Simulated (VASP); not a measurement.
# Al2Cu: single point with r2SCAN

The system is Al2Cu.

```
Al Cu
1.0
     4.10518    0.00000    0.00000
     0.00000    4.10518    0.00000
     0.00000    0.00000    2.89131
Al Cu
2 1
Direct
  0.50000 0.00000 0.50000
  0.00000 0.50000 0.50000
  0.00000 0.00000 0.00000
```

```yaml
Program: VASP 6.6.1
Task: single point
Functional: r2SCAN
Potentials_or_basis: VASP PAW PBE potentials, release 64 (Al, Cu)
Cutoff: 520 eV
k_mesh: 12 × 12 × 16
Occupations: gaussian, width 0.1 eV
Spin: no spin polarisation
```

- Pressure: -2.2 GPa
- Band gap on the k mesh: zero (an odd number of electrons rules out a gap without spin polarisation)

Stress tensor (GPa, compression positive):
```
-1.55  0.00  0.00
 0.00 -1.55  0.00
 0.00  0.00 -3.61
```

Levels at points of the mesh, in eV from the Fermi level:
| k point | band 7 | band 8 | band 9 | band 10 | band 11 | band 12 |
| --- | --- | --- | --- | --- | --- | --- |
| (0.00, 0.00, 0.00) | -2.52 | -2.52 | 0.10 | 1.09 | 6.42 | 6.69 |
| (0.50, 0.00, 0.00) | -4.14 | -1.13 | 1.68 | 2.00 | 2.18 | 7.88 |
| (0.50, 0.50, 0.00) | -4.17 | -4.17 | -2.49 | 8.99 | 8.99 | 9.83 |
| (0.00, 0.00, 0.50) | -3.10 | 2.68 | 2.69 | 2.69 | 2.89 | 2.89 |
| (0.50, 0.00, 0.50) | -3.20 | -2.55 | -1.72 | 3.93 | 4.19 | 4.58 |
| (0.50, 0.50, 0.50) | -2.40 | -2.40 | -0.96 | -0.83 | 0.10 | 0.10 |

Wall time 8.3 min on 1 thread of AMD EPYC 9R45 96-Core Processor (Zen 5) (shared host), peak memory 0.29 GiB.

Caveat: the PAW data sets were made with another functional, which shifts forces and pressure a little.
